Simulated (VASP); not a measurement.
# LiCl (P6_3mc) in VASP: further runs

Runs on LiCl. Level: LDA. Tasks: single point.

Program: VASP 6.6.1. These are calculated values, not measurements. Logs are shortened: lines on timing, memory, paths and dates and some standing lists are left out, and cuts for length are marked.

### Step 1. The cell of the first run

Symmetry: P6_3mc, No. 186, hexagonal system. Conventional cell: a = 3.925 Å, b = 3.925 Å, c = 6.357 Å, α = 90.00°, β = 90.00°, γ = 120.00°. Within 3.2 Å of Li (site symmetry 3m) lie 4 Cl at 2.40 Å. Cl (site symmetry 3m) has 4 Li at 2.40 Å within 3.2 Å.

### Step 2. Single point, LDA

Contents of INCAR:

```
SYSTEM = LiCl
ALGO     = Normal         ! electronic algorithm
EDIFF    = 1E-6           ! SCF threshold, eV
ENCUT    = 520            ! plane-wave cutoff, eV
GGA      = CA             ! functional
ISIF     = 2              ! what is computed and relaxed
ISMEAR   = 0              ! smearing method
LASPH    = .TRUE.         ! aspherical terms in the spheres
LCHARG   = .TRUE.         ! write CHGCAR
LELF     = .TRUE.         ! ELF
LREAL    = .FALSE.        ! projectors in reciprocal space
LVHAR    = .TRUE.       
LWAVE    = .FALSE.        ! write WAVECAR
NBANDS   = 18             ! bands
NELM     = 100            ! most SCF steps
PREC     = Accurate       ! precision mode
SIGMA    = 0.01           ! smearing width, eV
```

Contents of KPOINTS:

```
k-points
0
G
  2 2 1
  0 0 0
```

Contents of POSCAR:

```
LiCl
1.0
    3.9248820000      0.0000000000      0.0000000000
   -1.9624410000      3.3990480000      0.0000000000
    0.0000000000      0.0000000000      6.3571610000
Li Cl
2 2
Direct
    0.6666666667      0.3333333333      0.8760170000
    0.3333333333      0.6666666667      0.3760170000
    0.6666666667      0.3333333333      0.4989840000
    0.3333333333      0.6666666667      0.9989840000
```

Potentials or basis: VASP PAW LDA potentials, release 64 (Li_sv, Cl).

Run with:

```bash
> cat potpaw_LDA.64/Li_sv/POTCAR potpaw_LDA.64/Cl/POTCAR > POTCAR
> mpirun -np 1 vasp_std > vasp.out
```

OUTCAR:

```text
SYSTEM = LiCl
   EDIFF = 1E-6
   ENCUT = 520
   GGA = CA
   ISIF = 2
   ISMEAR = 0
   LASPH = .TRUE.
   LREAL = .FALSE.
   NELM = 100
   PREC = Accurate

 ion  position               nearest neighbor table
   1  0.667  0.333  0.876-   3 2.40   4 2.40   4 2.40   4 2.40
   2  0.333  0.667  0.376-   4 2.40   3 2.40   3 2.40   3 2.40
   3  0.667  0.333  0.499-   1 2.40   2 2.40   2 2.40   2 2.40
   4  0.333  0.667  0.999-   2 2.40   1 2.40   1 2.40   1 2.40

  LATTYP: Found a hexagonal cell.
 ALAT       =     3.9248820000
 C/A-ratio  =     1.6197075479

  Lattice vectors:

 A1 = (   3.9248820000,   0.0000000000,   0.0000000000)
 A2 = (  -1.9624410000,   3.3990480000,   0.0000000000)
 A3 = (   0.0000000000,   0.0000000000,   6.3571610000)

Analysis of symmetry for initial positions (statically):
=====================================================================
 Subroutine PRICEL returns:
 Original cell was already a primitive cell.

 Routine SETGRP: Setting up the symmetry group for a
 hexagonal supercell.

 Subroutine GETGRP returns: Found 12 space group operations
 (whereof  6 operations were pure point group operations)
 out of a pool of 24 trial point group operations.

The static configuration has the point symmetry C_3v.
 The point group associated with its full space group is C_6v.

Analysis of symmetry for dynamics (positions and initial velocities):
=====================================================================
 Subroutine PRICEL returns:
 Original cell was already a primitive cell.

 Routine SETGRP: Setting up the symmetry group for a
 hexagonal supercell.

 Subroutine GETGRP returns: Found 12 space group operations
 (whereof  6 operations were pure point group operations)
 out of a pool of 24 trial point group operations.

The dynamic configuration has the point symmetry C_3v.
 The point group associated with its full space group is C_6v.

 Subroutine INISYM returns: Found 12 space group operations
 (whereof  6 operations are pure point group operations),
 and found     1 'primitive' translations

----------------------------------------------------------------------------------------

                                     Primitive cell

  volume of cell :      84.8100

  direct lattice vectors                    reciprocal lattice vectors
     3.924882000  0.000000000  0.000000000     0.254784730  0.147100012  0.000000000
    -1.962441000  3.399048000  0.000000000     0.000000000  0.294200023  0.000000000
     0.000000000  0.000000000  6.357161000     0.000000000  0.000000000  0.157302922

  length of vectors
     3.924882000  3.924882417  6.357161000     0.294200054  0.294200023  0.157302922

  position of ions in fractional coordinates (direct lattice)
     0.666666667  0.333333333  0.876017000
     0.333333333  0.666666667  0.376017000
     0.666666667  0.333333333  0.498984000
     0.333333333  0.666666667  0.998984000

  ion indices of the primitive-cell ions
   primitive index   ion index
                 1           1
                 2           2
                 3           3
                 4           4

----------------------------------------------------------------------------------------

 KPOINTS: k-points

Automatic generation of k-mesh.
 Grid dimensions read from file:
 generate k-points for:    2    2    1

 Generating k-lattice:

  Cartesian coordinates                     Fractional coordinates (reciprocal lattice)
     0.127392365  0.073550006  0.000000000     0.500000000  0.000000000  0.000000000
     0.000000000  0.147100012  0.000000000     0.000000000  0.500000000  0.000000000
     0.000000000  0.000000000  0.157302922     0.000000000  0.000000000  1.000000000

  Length of vectors
     0.147100027  0.147100012  0.157302922

  Shift w.r.t. Gamma in fractional coordinates (k-lattice)
     0.000000000  0.000000000  0.000000000

 Subroutine IBZKPT returns following result:
 ===========================================

 Found      2 irreducible k-points:

 Following reciprocal coordinates:
            Coordinates               Weight
  0.000000  0.000000  0.000000      1.000000
  0.500000  0.000000  0.000000      3.000000
   k-points           NKPTS =      2   k-points in BZ     NKDIM =      2   number of bands    NBANDS=     18
   number of dos      NEDOS =    301   number of ions     NIONS =      4
   total plane-waves  NPLWV =  43200
   dimension x,y,z NGX =    30 NGY =   30 NGZ =   48
   dimension x,y,z NGXF=    60 NGYF=   60 NGZF=   96
   ions per type =               2   2
   NGX,Y,Z   is equivalent  to a cutoff of  12.71, 12.71, 12.55 a.u.
   NGXF,Y,Z  is equivalent  to a cutoff of  25.41, 25.41, 25.10 a.u.
 SYSTEM =  LiCl
   PREC   = accura    normal or accurate (medium, high low for compatibility)
   ISTART =      0    job   : 0-new  1-cont  2-samecut
   ICHARG =      2    charge: 1-file 2-atom 10-const
   ISPIN  =      1    spin polarized calculation?
   LNONCOLLINEAR =      F non collinear calculations
   LSORBIT =      F    spin-orbit coupling
   LASPH  =      T    aspherical Exc in radial PAW
   ENCUT  =  520.0 eV  38.22 Ry    6.18 a.u.   7.30  7.30 11.82*2*pi/ulx,y,z
   NELM   =    100;   NELMIN=  2; NELMDL= -5     # of ELM steps
   EDIFF  = 0.1E-05   stopping-criterion for ELM
   LREAL  =      F    real-space projection
   EDIFFG = 0.1E-04   stopping-criterion for IOM
   NSW    =      0    number of steps for IOM
   IBRION =     -1    ionic relax: 0-MD 1-quasi-New 2-CG
   NFREE  =      0    steps in history (QN), initial steepest desc. (CG)
   ISIF   =      2    stress and relaxation
   ISYM   =      2    0-nonsym 1-usesym 2-fastsym
   POTIM  = 0.5000    time-step for ionic-motion
   TEBEG  =    0.0;   TEEND  =   0.0 temperature during run
   PSTRESS=    0.0 pullay stress
   NELECT =      20.0000    total number of electrons
   NUPDOWN=      -1.0000    fix difference up-down
   EMIN   =  10.00;   EMAX   =-10.00  energy-range for DOS
   EFERMI =   0.00;   METHOD = LEGACY
   ISMEAR =     0;   SIGMA  =   0.01  broadening in eV -4-tet -1-fermi 0-gaus
   EFERMI_NEDOS =   21; number of points for ismear=-14 and -15
   IALGO  =     38    algorithm
   IMIX   =      4    mixing-type and parameters
     AMIX     =   0.40;   BMIX     =  1.00
     AMIX_MAG =   1.60;   BMIX_MAG =  1.00
  volume/ion in A,a.u.               =      21.20       143.08
  Fermi-wavevector in a.u.,A,eV,Ry     =   1.011430  1.911325 13.918630  1.022990
  Thomas-Fermi vector in A             =   2.144479
   LORBIT       =      0    0 simple, 1 ext, 2 COOP (PROOUT), +10 PAW based schemes
   GGA     = CA    functional components
   LHFCALC =     F    Hartree Fock is set to
   AEXX    =    0.0000 exact exchange contribution
   IVDW    =     0    specifies the selected vdW correction
   LEPSILON=     F    determine dielectric tensor
   LRPA    =     F    only Hartree local field effects (RPA)
 non-spin polarized calculation
 Gauss-broadening in eV      SIGMA  =   0.01
  energy-cutoff  :      520.00
  volume of cell :       84.81
 maximum number of plane-waves:      2297
 NGX is ok and might be reduce to    30
   NGX = 15   NGY = 15   NGZ = 23

 number of electron      19.9999994 magnetization

 Free energy of the ion-electron system (eV)
  ---------------------------------------------------
  ext. energy  EPLUGINS =         0.00000000
  ---------------------------------------------------
  free energy    TOTEN  =       -15.75737417 eV

  energy without entropy =      -15.75737417  energy(sigma->0) =      -15.75737417

 E-fermi :  -1.3328     XC(G=0):  -8.0596

 val. band max:       -1.4338588777   @ k =   0.0000   0.0000   0.0000
 cond. band min:       4.0540585026   @ k =   0.0000   0.0000   0.0000
 fundamental gap:      5.4879173803
 Fermi energy:        -1.3328169525

 k-point     1 :       0.0000    0.0000    0.0000
  band No.  band energies     occupation
      1     -43.4396      2.00000
      2     -43.4380      2.00000
      3     -14.0150      2.00000
      4     -13.7204      2.00000
      5      -3.4929      2.00000
      6      -1.7641      2.00000
      7      -1.7641      2.00000
      8      -1.4470      2.00000
      9      -1.4470      2.00000
     10      -1.4339      2.00000
     11       4.0541      0.00000
     12       6.3545      0.00000
     13       8.2312      0.00000
     14       8.2312      0.00000
     15       8.5881      0.00000
     16       8.9584      0.00000
     17       9.1677      0.00000
     18       9.1677      0.00000

 k-point     2 :       0.5000    0.0000    0.0000
  band No.  band energies     occupation
      1     -43.4381      2.00000
      2     -43.4375      2.00000
      3     -13.7344      2.00000
      4     -13.6436      2.00000
      5      -3.3314      2.00000
      6      -2.8240      2.00000
      7      -2.5673      2.00000
      8      -2.2969      2.00000
      9      -2.0139      2.00000
     10      -1.7337      2.00000
     11       5.9766      0.00000
     12       6.1505      0.00000
     13       7.2580      0.00000
     14       8.5197      0.00000
     15       8.6772      0.00000
     16       9.7124      0.00000
     17       9.8904      0.00000
     18      11.2801      0.00000

------------------------ aborting loop because EDIFF is reached ----------------------------------------

  FORCE on cell =-STRESS in cart. coord.  units (eV):
  Direction    XX          YY          ZZ          XY          YZ          ZX
  --------------------------------------------------------------------------------------
  -------------------------------------------------------------------------------------
  Total       -0.4655704     -0.4655705     -2.2579777      0.0000000      0.0000000      0.0000000
  in kB       -8.7952621     -8.7952646    -42.6562945      0.0000000      0.0000000      0.0000000
  external PRESSURE =     -20.0822738 kB  Pullay stress =       0.0000000 kB

 VOLUME and BASIS-vectors are now :
 -----------------------------------------------------------------------------
  energy-cutoff  :      520.00
  volume of cell :       84.81
      direct lattice vectors                 reciprocal lattice vectors
     3.924882000  0.000000000  0.000000000     0.254784730  0.147100012  0.000000000
    -1.962441000  3.399048000  0.000000000     0.000000000  0.294200023  0.000000000
     0.000000000  0.000000000  6.357161000     0.000000000  0.000000000  0.157302922

 POSITION                                       TOTAL-FORCE (eV/Angst)
 -----------------------------------------------------------------------------------
      1.96244      1.13302      5.56898        -0.000000     -0.000000      0.122364
     -0.00000      2.26603      2.39040         0.000000      0.000000      0.122364
      1.96244      1.13302      3.17212         0.000000      0.000000     -0.122364
     -0.00000      2.26603      6.35070        -0.000000     -0.000000     -0.122364
 -----------------------------------------------------------------------------------
    total drift:                                0.000000      0.000000     -0.000049

  FREE ENERGIE OF THE ION-ELECTRON SYSTEM (eV)
  ---------------------------------------------------
  free  energy   TOTEN  =       -15.7573741666 eV

  energy  without entropy=      -15.7573741666  energy(sigma->0) =      -15.75737417
```

Wall time 5.5 s (1 thread of AMD EPYC 7R13 (Zen 3), shared host); peak memory 0.12 GiB.

Results:

```yaml
Free_energy: -15.7574 eV
Largest_force: 0.122 eV/Å
Band_gap_on_the_k_mesh: 5.49 eV, direct
```

Forces on the atoms (eV/Å):
```
Li   0.000  0.000  0.122
Li   0.000  0.000  0.122
Cl   0.000  0.000 -0.122
Cl   0.000  0.000 -0.122
```

Caveat: the k points lie up to 0.99 Å⁻¹ apart; the cutoff is under 1.25 times the usual one of these potentials, so pressure, stress and relaxed cells hold a basis-set (Pulay) error.

### Step 3. Single point, LDA

Contents of INCAR:

```
SYSTEM = LiCl
ALGO = Normal
EDIFF = 1E-6
ENCUT = 520
ISIF = 2
ISMEAR = 0
LASPH = .TRUE.
LCHARG = .FALSE.
LREAL = .FALSE.
LWAVE = .FALSE.
NBANDS = 18
NELM = 100
PREC = Accurate
SIGMA = 0.01
```

Contents of KPOINTS:

```
k-points
0
G
  3 3 2
  0 0 0
```

POSCAR is that of step 2.

Potentials or basis: VASP PAW LDA potentials, release 64 (Li_sv, Cl).

Run with:

```bash
> cat potpaw_LDA.64/Li_sv/POTCAR potpaw_LDA.64/Cl/POTCAR > POTCAR
> mpirun -np 1 vasp_std > vasp.out
```

OUTCAR:

```text
SYSTEM = LiCl
   EDIFF = 1E-6
   ENCUT = 520
   ISIF = 2
   ISMEAR = 0
   LASPH = .TRUE.
   LREAL = .FALSE.
   NELM = 100
   PREC = Accurate

 ion  position               nearest neighbor table
   1  0.667  0.333  0.876-   3 2.40   4 2.40   4 2.40   4 2.40
   2  0.333  0.667  0.376-   4 2.40   3 2.40   3 2.40   3 2.40
   3  0.667  0.333  0.499-   1 2.40   2 2.40   2 2.40   2 2.40
   4  0.333  0.667  0.999-   2 2.40   1 2.40   1 2.40   1 2.40

  LATTYP: Found a hexagonal cell.
 ALAT       =     3.9248820000
 C/A-ratio  =     1.6197075479

[... 305 lines left out ...]
  --------------------------------------------------------------------------------------
  -------------------------------------------------------------------------------------
  Total       -1.3619113     -1.3619117     -1.5578202      0.0000000     -0.0000000     -0.0000000
  in kB      -25.7283710    -25.7283782    -29.4293587      0.0000000     -0.0000000     -0.0000000
  external PRESSURE =     -26.9620360 kB  Pullay stress =       0.0000000 kB

 VOLUME and BASIS-vectors are now :
 -----------------------------------------------------------------------------
  energy-cutoff  :      520.00
  volume of cell :       84.81
      direct lattice vectors                 reciprocal lattice vectors
     3.924882000  0.000000000  0.000000000     0.254784730  0.147100012  0.000000000
    -1.962441000  3.399048000  0.000000000     0.000000000  0.294200023  0.000000000
     0.000000000  0.000000000  6.357161000     0.000000000  0.000000000  0.157302922

 POSITION                                       TOTAL-FORCE (eV/Angst)
 -----------------------------------------------------------------------------------
      1.96244      1.13302      5.56898         0.000000     -0.000000      0.024221
     -0.00000      2.26603      2.39040        -0.000000      0.000000      0.024221
      1.96244      1.13302      3.17212        -0.000000      0.000000     -0.024221
     -0.00000      2.26603      6.35070        -0.000000     -0.000000     -0.024221
 -----------------------------------------------------------------------------------
    total drift:                                0.000000      0.000000     -0.000338

  FREE ENERGIE OF THE ION-ELECTRON SYSTEM (eV)
  ---------------------------------------------------
  free  energy   TOTEN  =       -15.9490561262 eV

  energy  without entropy=      -15.9490561262  energy(sigma->0) =      -15.94905613
```

stdout:

```text
POSCAR found type information on POSCAR LiCl
 POSCAR found :  2 types and       4 ions
 scaLAPACK will be used
 LDA part: xc-table for (Slater(with rela. corr.)+CA(PZ))
 , standard interpolation
 POSCAR, INCAR and KPOINTS ok, starting setup
 FFT: planning ... GRIDC
 FFT: planning ... GRID_SOFT
 FFT: planning ... GRID
 WAVECAR not read
 entering main loop
```

Run time: 7.2 s. Hardware: 1 thread of AMD EPYC 7R13 (Zen 3), shared host; peak memory 0.13 GiB.

Results:

| Item | Value |
| --- | --- |
| Free energy | -15.9491 eV |
| Largest force | 0.024 eV/Å |
| Band gap on the k mesh | 5.52 eV, direct |

Forces on the atoms (eV/Å):
```
Li   0.000  0.000  0.024
Li   0.000  0.000  0.024
Cl   0.000  0.000 -0.024
Cl   0.000  0.000 -0.024
```

Caveat: the k points lie up to 0.62 Å⁻¹ apart; the cutoff is under 1.25 times the usual one of these potentials, so pressure, stress and relaxed cells hold a basis-set (Pulay) error. LDA gaps usually lie below the measured ones, often by a third to a half.

### Step 4. Single point, LDA

Contents of INCAR:

```
ALGO = Normal
EDIFF = 1E-6
ENCUT = 520
ISIF = 2
ISMEAR = 0
LASPH = True
LCHARG = False
LREAL = False
LWAVE = False
NBANDS = 18
NELM = 100
PREC = Accurate
SIGMA = 0.01
```

Contents of KPOINTS:

```
k-points
0
Gamma
  4 4 2
```

POSCAR is that of step 3.

Run with:

```bash
> cat potpaw_LDA.64/Li_sv/POTCAR potpaw_LDA.64/Cl/POTCAR > POTCAR
> mpirun -np 1 vasp_std > vasp.out
```

Run time: 8.2 s. Hardware: 1 thread of AMD EPYC 7R13 (Zen 3), shared host; peak memory 0.13 GiB.

It converged, with:

| Property | Result |
| --- | --- |
| Free energy | -15.9645 eV |
| Largest force | 0.017 eV/Å |
| Band gap on the k mesh | 5.53 eV, direct |

Forces on the atoms (eV/Å):
```
Li   0.000  0.000  0.017
Li   0.000  0.000  0.017
Cl   0.000  0.000 -0.017
Cl   0.000  0.000 -0.017
```

Levels at points of the mesh, in eV from the valence-band top:
```
           k point  band 7  band 8  band 9  band 10  band 11  band 12  band 13  band 14
(0.00, 0.00, 0.00)   -0.33   -0.02   -0.02     0.00     5.53     7.83     9.71     9.71
(0.50, 0.00, 0.00)   -1.12   -0.86   -0.57    -0.30     7.45     7.62     8.73    10.00
(0.00, 0.00, 0.50)   -0.18   -0.18   -0.18    -0.18     6.84     6.84     9.87     9.87
(0.50, 0.00, 0.50)   -0.60   -0.60   -0.58    -0.58     7.01     7.01     9.61     9.61
```

Caveat: the k points lie up to 0.49 Å⁻¹ apart; the cutoff is under 1.25 times the usual one of these potentials, so pressure, stress and relaxed cells hold a basis-set (Pulay) error. A hybrid or GW would open this gap; LDA tends to underestimate it.

### Step 5. Single point, LDA

Contents of INCAR:

```
SYSTEM = LiCl
  ALGO = Normal
  EDIFF = 1E-6
  ENCUT = 520
  ISIF = 2
  ISMEAR = 0
  LASPH = .True.
  LCHARG = .True.
  LELF = .True.
  LREAL = .False.
  LVHAR = .True.
  LWAVE = .False.
  NBANDS = 18
  NELM = 80
  PREC = Accurate
  SIGMA = 0.01
```

Contents of KPOINTS:

```
k-points
0
Gamma
  5 5 3
  0 0 0
```

POSCAR is that of step 4.

Run with:

```bash
> cat potpaw_LDA.64/Li_sv/POTCAR potpaw_LDA.64/Cl/POTCAR > POTCAR
> mpirun -np 1 vasp_std > vasp.out
```

It took 12 s on 1 thread of AMD EPYC 7R13 (Zen 3), shared host; peak memory 0.13 GiB.

Results (log left out):

| Quantity | Value |
| --- | --- |
| Free energy | -15.9658 eV |
| Largest force | 0.016 eV/Å |
| Band gap on the k mesh | 5.53 eV, direct |

Forces on the atoms (eV/Å):
```
Li   0.000  0.000  0.016
Li   0.000  0.000  0.016
Cl   0.000  0.000 -0.016
Cl   0.000  0.000 -0.016
```

Levels at points of the mesh, in eV from the valence-band top:
```tsv
k point	band 6	band 7	band 8	band 9	band 10	band 11	band 12	band 13	band 14	band 15
(0.00, 0.00, 0.00)	-0.33	-0.33	-0.02	-0.02	0.00	5.53	7.83	9.71	9.71	10.06
```

Caveat: the cutoff is under 1.25 times the usual one of these potentials, so pressure, stress and relaxed cells hold a basis-set (Pulay) error.

### Step 6. Summary

```csv
k mesh,gap on the mesh (eV),largest force (eV/Å)
2 × 2 × 1,5.49,0.12
3 × 3 × 2,5.52,0.02
4 × 4 × 2,5.53,0.02
5 × 5 × 3,5.53,0.02
```

Alike in all rows: task single point; level LDA; potentials or basis VASP PAW LDA potentials, release 64 (Li_sv, Cl); no spin polarisation; cell as given; cutoff (eV) 520; smearing gaussian 0.01 eV.

Caveats: some runs use coarse meshes; the cutoff is under 1.25 times the usual one of these potentials, so pressure, stress and relaxed cells hold a basis-set (Pulay) error.

Total energies depend on the potentials used, so only differences within one code and one set of settings carry meaning.
